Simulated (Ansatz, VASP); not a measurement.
**Two plane-wave programs on PbS**

INCAR

```
SYSTEM = PbS
ALGO     = Normal         ! electronic algorithm
EDIFF    = 1E-6           ! SCF threshold, eV
EDIFFG   = -0.005         ! ionic threshold
ENCUT    = 600            ! plane-wave cutoff, eV
GGA      = PS             ! functional
IBRION   = 2              ! ionic algorithm
ISIF     = 3              ! what is computed and relaxed
ISMEAR   = -1             ! smearing method
LASPH    = .True.         ! aspherical terms in the spheres
LCHARG   = .False.        ! write CHGCAR
LREAL    = .False.        ! projectors in reciprocal space
LWAVE    = .False.        ! write WAVECAR
NELM     = 80             ! most SCF steps
NSW      = 60             ! ionic steps
PREC     = Accurate       ! precision mode
SIGMA    = 0.05           ! smearing width, eV
```

Contents of KPOINTS:

```
k-points
0
Gamma
  12 12 12
  0 0 0
```

POSCAR

```
PbS
1.0
    0.0000000000      3.1072325060      3.1072325060
    3.1072325060      0.0000000000      3.1072325060
    3.1072325060      3.1072325060      0.0000000000
Pb S
1 1
Direct
    0.0000000000      0.0000000000      0.0000000000
    0.2500000000      0.2500000000      0.2500000000
```

Input for Ansatz:

```yaml
crystal:
  lattice:
    - [0.0, 3.107232506, 3.107232506]
    - [3.107232506, 0.0, 3.107232506]
    - [3.107232506, 3.107232506, 0.0]
  atoms:
    - { symbol: Pb, position: [0.0, 0.0, 0.0] }
    - { symbol: S, position: [0.25, 0.25, 0.25] }
kpoints:
  mp_grid: { grid: [12, 12, 12] }
scf:
  occupations: { method: fermi_dirac, width: 0.05 }
hamiltonian:
  xc: pbesol
  pseudopotentials: { kind: paw }
output:
  forces: true
  stress: true
relax:
  f_tol: 0.005
  max_steps: 40
  cell: {}
```

Alike in both runs: task relaxation of cell and atoms; functional PBEsol; k mesh 12 × 12 × 12; occupations fermi-dirac, width 0.05 eV; no spin polarisation.

```csv
,VASP,Ansatz
version,VASP 6.6.1,Ansatz 0.2.0
potentials or method,"VASP PAW PBE potentials, release 64 (Pb_d, S)","PAW with Ansatz's default frozen-core files, scalar-relativistic"
plane-wave cutoff (eV),600,420
valence electrons in the cell,20,20
```

VASP gave:

```
relaxed volume (Å³/atom)                                     : 34.98
relaxed cell length with the largest relative difference (Å) : 4.625
```

Question: What did Ansatz give for the same quantities?

Answer: Relaxed volume (Å³/atom): 35.01; relaxed cell length with the largest relative difference (Å): 4.627.

VASP's potentials were made for PBE, not for PBEsol.

Spin-orbit coupling is off throughout. Noted on VASP's run: the volume moved by over 15 % at a fixed basis, so the end points are rough.
